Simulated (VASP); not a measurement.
Wanted: the native input for a VASP 6.6.1 run.

```
Task                    : density of states
Functional              : PBE
Potentials or basis     : VASP PAW PBE potentials, release 64 (Yb, Mn_pv, H)
Cutoff                  : 520 eV
k mesh                  : 4 × 4 × 5
Occupations             : fermi-dirac, width 0.1 eV
Spin                    : collinear spin, ferrimagnetic start
Starting moments        : [0.01, 0.01, 1.0, -0.01, -0.01, -0.01, -0.01, -0.01, -0.01] μB
Dipole correction       : no
k mesh for the DOS      : 6 × 6 × 8
Occupations for the DOS : tetrahedron
Further INCAR settings  : ALGO = Normal; EDIFF = 1e-06; NBANDS = 48
```

Yb2MnH6:

```
Yb Mn H
1.0
     5.15783    0.00000    0.00000
    -2.57892    4.46682    0.00000
     0.00000    0.00000    3.84094
Yb Mn H
2 1 6
Cartesian
  -0.0003 2.9780 1.0144
  2.5792 1.4888 2.8265
  0.0000 0.0000 0.0000
  3.7815 0.7946 0.9333
  2.5789 2.8775 0.9333
  1.3764 0.7946 0.9333
  -1.2025 3.6722 2.9076
  1.2025 3.6722 2.9076
  0.0000 1.5893 2.9076
```

These files were run (other wordings do the same):

POSCAR

```
Yb2MnH6
1.0
    5.1578329800      0.0000000000      0.0000000000
   -2.5789164900      4.4668172400      0.0000000000
    0.0000000000      0.0000000000      3.8409393400
Yb Mn H
2 1 6
Direct
    0.3333000000      0.6667000000      0.2641000000
    0.6667000000      0.3333000000      0.7359000000
    0.0000000000      0.0000000000      0.0000000000
    0.8221000000      0.1779000000      0.2430000000
    0.8221000000      0.6442000000      0.2430000000
    0.3558000000      0.1779000000      0.2430000000
    0.1779000000      0.8221000000      0.7570000000
    0.6442000000      0.8221000000      0.7570000000
    0.1779000000      0.3558000000      0.7570000000
```

INCAR.step1

```
ALGO = Normal
EDIFF = 1E-6
ENCUT = 520
GGA = PE
ISIF = 2
ISMEAR = -1
ISPIN = 2
LASPH = True
LCHARG = True
LMAXMIX = 6
LREAL = False
LWAVE = False
MAGMOM = 0.01 0.01 1 -0.01 -0.01 -0.01 -0.01 -0.01 -0.01
NBANDS = 48
NELM = 150
PREC = Accurate
SIGMA = 0.1
```

KPOINTS.step1

```
k-points
0
Gamma
  4 4 5
```

INCAR.step2

```
ALGO = Normal
EDIFF = 1E-6
ENCUT = 520
GGA = PE
ICHARG = 11
ISIF = 2
ISMEAR = -5
ISPIN = 2
LASPH = True
LCHARG = False
LMAXMIX = 6
LORBIT = 11
LREAL = False
LWAVE = False
MAGMOM = 0.01 0.01 1 -0.01 -0.01 -0.01 -0.01 -0.01 -0.01
NBANDS = 48
NEDOS = 1001
NELM = 150
PREC = Accurate
SIGMA = 0.1
```

KPOINTS.step2

```
k-points
0
Gamma
  6 6 8
```

Potentials or basis: VASP PAW PBE potentials, release 64 (Yb, Mn_pv, H).

Command:

```sh
$ cat potpaw_PBE.64/Yb/POTCAR potpaw_PBE.64/Mn_pv/POTCAR potpaw_PBE.64/H/POTCAR > POTCAR
$ cp INCAR.step1 INCAR
$ cp KPOINTS.step1 KPOINTS
$ mpirun -np 1 vasp_std > vasp.out
$ cp INCAR.step2 INCAR
$ cp KPOINTS.step2 KPOINTS
$ mpirun -np 1 vasp_std > vasp.out
```

Results of the run:

```json
{
 "Net moment": "1.04 μB per cell",
 "Site moments": "Yb -0.02; Mn +1.08; H -0.01 μB",
 "Valence electrons inside the program's atomic spheres": "Yb 22.20; Mn 11.53; H 0.53"
}
```

Caveat: spin-orbit coupling is left out, which moves the levels of the heavy elements; without U or exact exchange the open f shell lies at the Fermi level, which spoils levels, moments and volumes.

Wall time 25 min on 1 thread of Intel(R) Xeon(R) 6975P-C (Granite Rapids), on a shared host, peak memory 0.67 GiB.
